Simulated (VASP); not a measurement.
# BN (F-43m) in VASP: further runs

The runs below take BN through single point, with PBE, PBE0.

Program: VASP 6.6.1. These are calculated values, not measurements. Logs are shortened: lines on timing, memory, paths and dates and some standing lists are left out, and cuts for length are marked.

**1. The cell of the first run**

Symmetry: F-43m, No. 216, cubic system. Conventional cell: a = 3.610 Å, b = 3.610 Å, c = 3.610 Å, α = 90.00°, β = 90.00°, γ = 90.00°. B (site symmetry -43m) has 4 N at 1.56 Å within 2.1 Å. Within 2.1 Å of N (site symmetry -43m) lie 4 B at 1.56 Å.

**2. Single point, PBE**

The input, INCAR:

```
SYSTEM = BN
PREC = Accurate
ENCUT = 520
EDIFF = 1E-6
ISMEAR = 0
SIGMA = 0.01
LREAL = .False.
LASPH = .True.
NELM = 80
ALGO = Normal
ISIF = 2
LWAVE = .False.
LCHARG = .True.
GGA = PE
LELF = .True.
LVHAR = .True.
NBANDS = 11
```

The input, KPOINTS:

```
Automatic mesh
0
Gamma
  12 12 12
  0 0 0
```

The input, POSCAR:

```
BN
1.0
    0.0000000000      1.8048254650      1.8048254650
    1.8048254650      0.0000000000      1.8048254650
    1.8048254650      1.8048254650      0.0000000000
B N
1 1
Direct
    0.0000000000      0.0000000000      0.0000000000
    0.2500000000      0.2500000000      0.2500000000
```

Potentials or basis: VASP PAW PBE potentials, release 64 (B, N).

Launch:

```console
cat potpaw_PBE.64/B/POTCAR potpaw_PBE.64/N/POTCAR > POTCAR
mpirun -np 1 vasp_std > vasp.out
```

OUTCAR:

```text
SYSTEM = BN
   PREC = Accurate
   ENCUT = 520
   EDIFF = 1E-6
   ISMEAR = 0
   LREAL = .False.
   LASPH = .True.
   NELM = 80
   ISIF = 2
   GGA = PE

 ion  position               nearest neighbor table
   1  0.000  0.000  0.000-   2 1.56   2 1.56   2 1.56   2 1.56
   2  0.250  0.250  0.250-   1 1.56   1 1.56   1 1.56   1 1.56

  LATTYP: Found a face centered cubic cell.
 ALAT       =     3.6096509300

  Lattice vectors:

 A1 = (   0.0000000000,   1.8048254650,   1.8048254650)
 A2 = (   1.8048254650,   0.0000000000,   1.8048254650)
 A3 = (   1.8048254650,   1.8048254650,   0.0000000000)

Analysis of symmetry for initial positions (statically):
=====================================================================
 Subroutine PRICEL returns:
 Original cell was already a primitive cell.

 Routine SETGRP: Setting up the symmetry group for a
 face centered cubic supercell.

 Subroutine GETGRP returns: Found 24 space group operations
 (whereof 24 operations were pure point group operations)
 out of a pool of 48 trial point group operations.

The static configuration has the point symmetry T_d .

Analysis of symmetry for dynamics (positions and initial velocities):
=====================================================================
 Subroutine PRICEL returns:
 Original cell was already a primitive cell.

 Routine SETGRP: Setting up the symmetry group for a
 face centered cubic supercell.

 Subroutine GETGRP returns: Found 24 space group operations
 (whereof 24 operations were pure point group operations)
 out of a pool of 48 trial point group operations.

The dynamic configuration has the point symmetry T_d .

 Subroutine INISYM returns: Found 24 space group operations
 (whereof 24 operations are pure point group operations),
 and found     1 'primitive' translations

----------------------------------------------------------------------------------------

                                     Primitive cell

  volume of cell :      11.7581

  direct lattice vectors                    reciprocal lattice vectors
     0.000000000  1.804825465  1.804825465    -0.277035098  0.277035098  0.277035098
     1.804825465  0.000000000  1.804825465     0.277035098 -0.277035098  0.277035098
     1.804825465  1.804825465  0.000000000     0.277035098  0.277035098 -0.277035098

  length of vectors
     2.552408650  2.552408650  2.552408650     0.479838866  0.479838866  0.479838866

  position of ions in fractional coordinates (direct lattice)
     0.000000000  0.000000000  0.000000000
     0.250000000  0.250000000  0.250000000

  ion indices of the primitive-cell ions
[... 79 lines left out ...]
   IBRION =     -1    ionic relax: 0-MD 1-quasi-New 2-CG
   NFREE  =      0    steps in history (QN), initial steepest desc. (CG)
   ISIF   =      2    stress and relaxation
   ISYM   =      2    0-nonsym 1-usesym 2-fastsym
   POTIM  = 0.5000    time-step for ionic-motion
   TEBEG  =    0.0;   TEEND  =   0.0 temperature during run
   PSTRESS=    0.0 pullay stress
   NELECT =       8.0000    total number of electrons
   NUPDOWN=      -1.0000    fix difference up-down
   EMIN   =  10.00;   EMAX   =-10.00  energy-range for DOS
   EFERMI =   0.00;   METHOD = LEGACY
   ISMEAR =     0;   SIGMA  =   0.01  broadening in eV -4-tet -1-fermi 0-gaus
   EFERMI_NEDOS =   21; number of points for ismear=-14 and -15
   IALGO  =     38    algorithm
   IMIX   =      4    mixing-type and parameters
     AMIX     =   0.40;   BMIX     =  1.00
     AMIX_MAG =   1.60;   BMIX_MAG =  1.00
  volume/ion in A,a.u.               =       5.88        39.67
  Fermi-wavevector in a.u.,A,eV,Ry     =   1.439880  2.720979 28.208337  2.073254
  Thomas-Fermi vector in A             =   2.558686
   LORBIT       =      0    0 simple, 1 ext, 2 COOP (PROOUT), +10 PAW based schemes
   GGA     = PE    functional components
   LHFCALC =     F    Hartree Fock is set to
   AEXX    =    0.0000 exact exchange contribution
   IVDW    =     0    specifies the selected vdW correction
   LEPSILON=     F    determine dielectric tensor
   LRPA    =     F    only Hartree local field effects (RPA)
 non-spin polarized calculation
 Gauss-broadening in eV      SIGMA  =   0.01
  energy-cutoff  :      520.00
  volume of cell :       11.76
 maximum number of plane-waves:       332
   NGX =  9   NGY =  9   NGZ =  9

 number of electron       7.9999999 magnetization

 Free energy of the ion-electron system (eV)
  ---------------------------------------------------
  ext. energy  EPLUGINS =         0.00000000
  ---------------------------------------------------
  free energy    TOTEN  =       -17.44834621 eV

  energy without entropy =      -17.44834621  energy(sigma->0) =      -17.44834621

 E-fermi :   7.5592     XC(G=0): -12.8440

 val. band max:        7.4576988800   @ k =   0.0000   0.0000   0.0000
 cond. band min:      11.9217334636   @ k =   0.5000   0.5000   0.0000
 fundamental gap:      4.4640345837
 Fermi energy:         7.5591929134

 k-point     1 :       0.0000    0.0000    0.0000
  band No.  band energies     occupation
      1     -12.8236      2.00000
      2       7.4577      2.00000
      3       7.4577      2.00000
      4       7.4577      2.00000
      5      16.2988      0.00000
      6      16.2988      0.00000
      7      16.2988      0.00000
      8      17.8794      0.00000
      9      32.2937      0.00000
     10      35.2804      0.00000
     11      35.2804      0.00000
[... 309 lines left out ...]
 k-point    24 :      -0.4167    0.1667    0.0000
  band No.  band energies     occupation
      1      -8.2202      2.00000
      2      -2.5773      2.00000
      3       3.3200      2.00000
      4       4.8792      2.00000
      5      16.7941      0.00000
      6      19.7198      0.00000
      7      19.7345      0.00000
      8      23.2067      0.00000
      9      28.5671      0.00000
     10      32.8642      0.00000
     11      34.2279      0.00000

 [... further k-points ...]
[... 5 lines left out ...]
  --------------------------------------------------------------------------------------
  -------------------------------------------------------------------------------------
  Total        0.3688427      0.3688427      0.3688427      0.0000000      0.0000000      0.0000000
  in kB       50.2592725     50.2592725     50.2592725      0.0000000      0.0000000      0.0000000
  external PRESSURE =      50.2592725 kB  Pullay stress =       0.0000000 kB

 VOLUME and BASIS-vectors are now :
 -----------------------------------------------------------------------------
  energy-cutoff  :      520.00
  volume of cell :       11.76
      direct lattice vectors                 reciprocal lattice vectors
     0.000000000  1.804825465  1.804825465    -0.277035098  0.277035098  0.277035098
     1.804825465  0.000000000  1.804825465     0.277035098 -0.277035098  0.277035098
     1.804825465  1.804825465  0.000000000     0.277035098  0.277035098 -0.277035098

 POSITION                                       TOTAL-FORCE (eV/Angst)
 -----------------------------------------------------------------------------------
      0.00000      0.00000      0.00000        -0.000000     -0.000000     -0.000000
      0.90241      0.90241      0.90241         0.000000      0.000000      0.000000
 -----------------------------------------------------------------------------------
    total drift:                                0.000000      0.000000      0.000000

  FREE ENERGIE OF THE ION-ELECTRON SYSTEM (eV)
  ---------------------------------------------------
  free  energy   TOTEN  =       -17.4483462118 eV

  energy  without entropy=      -17.4483462118  energy(sigma->0) =      -17.44834621
```

OSZICAR:

```text
N       E                     dE             d eps       ncg     rms          rms(c)
DAV:   1     0.990976269827E+01    0.99098E+01   -0.52493E+03  1616   0.738E+02
DAV:   2    -0.178984438847E+02   -0.27808E+02   -0.26975E+02  1862   0.164E+02
DAV:   3    -0.184197599397E+02   -0.52132E+00   -0.52043E+00  1887   0.191E+01
DAV:   4    -0.184203847850E+02   -0.62485E-03   -0.62484E-03  1698   0.737E-01
DAV:   5    -0.184203853512E+02   -0.56619E-06   -0.56620E-06  1800   0.223E-02    0.673E+00
DAV:   6    -0.175359520758E+02    0.88443E+00   -0.29276E+00  1659   0.991E+00    0.328E+00
DAV:   7    -0.174625244916E+02    0.73428E-01   -0.10601E-01  1785   0.268E+00    0.193E+00
DAV:   8    -0.174480732922E+02    0.14451E-01   -0.35752E-02  1763   0.138E+00    0.195E-01
DAV:   9    -0.174482544838E+02   -0.18119E-03   -0.95891E-04  1668   0.259E-01    0.840E-02
DAV:  10    -0.174483409794E+02   -0.86496E-04   -0.12136E-04  1727   0.940E-02    0.151E-02
DAV:  11    -0.174483461911E+02   -0.52118E-05   -0.91755E-06  1806   0.249E-02    0.106E-02
DAV:  12    -0.174483462118E+02   -0.20646E-07   -0.15540E-06   978   0.860E-03
   1 F= -.17448346E+02 E0= -.17448346E+02  d E =-.179396E-49
```

Wall time 6.4 s (1 thread of Intel Xeon Platinum 8375C at 2.90GHz (Ice Lake), shared host); peak memory 0.12 GiB.

Results:

* Free energy: -17.4483 eV
* Pressure: 5.0 GPa
* Band gap on the k mesh: 4.46 eV, indirect (least direct gap 8.84 eV)

Levels at points of the mesh, in eV from the valence-band top:
| k point | band 2 | band 3 | band 4 | band 5 | band 6 | band 7 |
| --- | --- | --- | --- | --- | --- | --- |
| (0.00, 0.00, 0.00) | 0.00 | 0.00 | 0.00 | 8.84 | 8.84 | 8.84 |
| (0.50, 0.00, 0.00) | -10.73 | -1.95 | -1.95 | 10.20 | 10.73 | 10.73 |
| (0.50, 0.50, 0.00) | -8.94 | -4.93 | -4.93 | 4.46 | 9.26 | 17.99 |

A k mesh can miss the band edges. A hybrid or GW would open this gap; PBE tends to underestimate it.

**3. Single point, PBE0**

POSCAR is that of step 2.

The input, INCAR.step1:

```
SYSTEM = BN
PREC = Accurate ; ENCUT = 520
EDIFF = 1E-5 ; ISMEAR = 0
SIGMA = 0.01 ; LREAL = .False.
LASPH = .True. ; NELM = 80
ALGO = Normal ; ISIF = 2
LWAVE = .True. ; LCHARG = .False.
NBANDS = 11 ; GGA = PE
```

The input, INCAR.step2:

```
SYSTEM = BN
PREC = Accurate ; ENCUT = 520
EDIFF = 1E-6 ; ISMEAR = 0
SIGMA = 0.01 ; LREAL = .False.
LASPH = .True. ; NELM = 80
ALGO = Normal ; ISIF = 2
LWAVE = .False. ; LCHARG = .False.
GGA = PE ; LHFCALC = .True.
AEXX = 0.25 ; PRECFOCK = Normal
NBANDS = 11 ; ISTART = 1
```

The input, KPOINTS:

```
Automatic mesh
0
Gamma
  8 8 8
  0 0 0
```

Potentials or basis: VASP PAW PBE potentials, release 64 (B, N).

Launch:

```console
cat potpaw_PBE.64/B/POTCAR potpaw_PBE.64/N/POTCAR > POTCAR
cp INCAR.step1 INCAR
mpirun -np 1 vasp_std > vasp.out
cp INCAR.step2 INCAR
mpirun -np 1 vasp_std > vasp.out
```

OUTCAR:

```text
SYSTEM = BN
   PREC = Accurate
   ENCUT = 520
   EDIFF = 1E-6
   ISMEAR = 0
   LREAL = .False.
   LASPH = .True.
   NELM = 80
   ISIF = 2
   GGA = PE
   LHFCALC = .True.
   AEXX = 0.25
   PRECFOCK = Normal
   ISTART = 1

 ion  position               nearest neighbor table
   1  0.000  0.000  0.000-   2 1.56   2 1.56   2 1.56   2 1.56
   2  0.250  0.250  0.250-   1 1.56   1 1.56   1 1.56   1 1.56

  LATTYP: Found a face centered cubic cell.
 ALAT       =     3.6096509300

[... 532 lines left out ...]

------------------------ aborting loop because EDIFF is reached ----------------------------------------

  FORCE on cell =-STRESS in cart. coord.  units (eV):
  Direction    XX          YY          ZZ          XY          YZ          ZX
  --------------------------------------------------------------------------------------
  -------------------------------------------------------------------------------------
  Total       -0.2851986     -0.2851986     -0.2851986      0.0000000     -0.0000000     -0.0000000
  in kB      -38.8617525    -38.8617525    -38.8617525      0.0000000     -0.0000000     -0.0000000
  external PRESSURE =     -38.8617525 kB  Pullay stress =       0.0000000 kB

 VOLUME and BASIS-vectors are now :
 -----------------------------------------------------------------------------
  energy-cutoff  :      520.00
  volume of cell :       11.76
      direct lattice vectors                 reciprocal lattice vectors
     0.000000000  1.804825465  1.804825465    -0.277035098  0.277035098  0.277035098
     1.804825465  0.000000000  1.804825465     0.277035098 -0.277035098  0.277035098
     1.804825465  1.804825465  0.000000000     0.277035098  0.277035098 -0.277035098

 POSITION                                       TOTAL-FORCE (eV/Angst)
 -----------------------------------------------------------------------------------
      0.00000      0.00000      0.00000         0.000000      0.000000      0.000000
      0.90241      0.90241      0.90241        -0.000000     -0.000000     -0.000000
 -----------------------------------------------------------------------------------
    total drift:                               -0.000000     -0.000000     -0.000000

  FREE ENERGIE OF THE ION-ELECTRON SYSTEM (eV)
  ---------------------------------------------------
  free  energy   TOTEN  =       -21.2821261849 eV

  energy  without entropy=      -21.2821261849  energy(sigma->0) =      -21.28212618
```

OSZICAR.step1:

```text
N       E                     dE             d eps       ncg     rms          rms(c)
DAV:   1     0.106632664428E+02    0.10663E+02   -0.48371E+03   662   0.716E+02
DAV:   2    -0.179065942606E+02   -0.28570E+02   -0.27475E+02   793   0.165E+02
DAV:   3    -0.184196796833E+02   -0.51309E+00   -0.51251E+00   764   0.187E+01
DAV:   4    -0.184202446129E+02   -0.56493E-03   -0.56492E-03   686   0.718E-01
DAV:   5    -0.184202451290E+02   -0.51608E-06   -0.51613E-06   734   0.212E-02    0.673E+00
DAV:   6    -0.175356953948E+02    0.88455E+00   -0.29296E+00   671   0.990E+00    0.329E+00
DAV:   7    -0.174622210863E+02    0.73474E-01   -0.10575E-01   707   0.268E+00    0.193E+00
DAV:   8    -0.174477668102E+02    0.14454E-01   -0.35770E-02   716   0.138E+00    0.195E-01
DAV:   9    -0.174479491177E+02   -0.18231E-03   -0.95724E-04   668   0.258E-01    0.837E-02
DAV:  10    -0.174480351516E+02   -0.86034E-04   -0.12075E-04   700   0.937E-02    0.151E-02
DAV:  11    -0.174480403753E+02   -0.52237E-05   -0.92073E-06   692   0.249E-02
   1 F= -.17448040E+02 E0= -.17448040E+02  d E =-.221746E-34
```

Run time: 8.2 min. Hardware: 1 thread of Intel Xeon Platinum 8375C at 2.90GHz (Ice Lake), shared host; peak memory 0.13 GiB.

Results:

```yaml
Free_energy: -21.2821 eV
Pressure: -3.9 GPa
Band_gap_on_the_k_mesh: 6.55 eV, indirect (least direct gap 11.35 eV)
```

Levels at points of the mesh, in eV from the valence-band top:
```tsv
k point	band 1	band 2	band 3	band 4	band 5	band 6	band 7	band 8
(0.00, 0.00, 0.00)	-22.19	0.00	0.00	0.00	11.35	11.35	11.35	12.99
(0.50, 0.00, 0.00)	-17.64	-11.71	-2.12	-2.12	12.69	13.32	13.32	18.22
(0.50, 0.50, 0.00)	-16.15	-9.83	-5.35	-5.35	6.55	11.54	21.32	21.32
```

Caveat: the PAW data sets were made with another functional, which shifts forces and pressure a little. A k mesh can miss the band edges.
